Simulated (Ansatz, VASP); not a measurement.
**BN: VASP beside Ansatz**

```
B N
1.0
     2.54109   -0.00001    0.00000
    -1.27055    2.20066    0.00000
     0.00000    0.00000    4.20335
B N
2 2
Direct
  0.66667 0.33333 0.99973
  0.33333 0.66667 0.49973
  0.66667 0.33333 0.62527
  0.33333 0.66667 0.12527
```

Change from the starting cell: all B atoms moved 0.1 Å in one direction; relaxed back.

Alike in both runs: functional PBEsol; k mesh 12 × 12 × 6; occupations gaussian, width 0.05 eV; no spin polarisation.

Ansatz relaxed the structure, and its values are those at the end. VASP's run is a single point on that final structure, the one shown.

|  | VASP | Ansatz |
| --- | --- | --- |
| version | VASP 6.6.1 | Ansatz 0.2.0 |
| potentials or method | VASP PAW PBE potentials, release 64 (B, N), cutoff 520 eV | scalar-relativistic, plane waves, PAW |
| valence electrons in the cell | 16 | 16 |

```tsv
	VASP	Ansatz	Ansatz less VASP
gap on the k mesh at the Fermi level (eV)	4.95	4.96	+0.018
least direct gap on the mesh (eV)	8.22	8.23	+0.005
pressure (GPa)	0.6	0.0	-0.61
```

VASP's potentials were made for PBE, not for PBEsol.
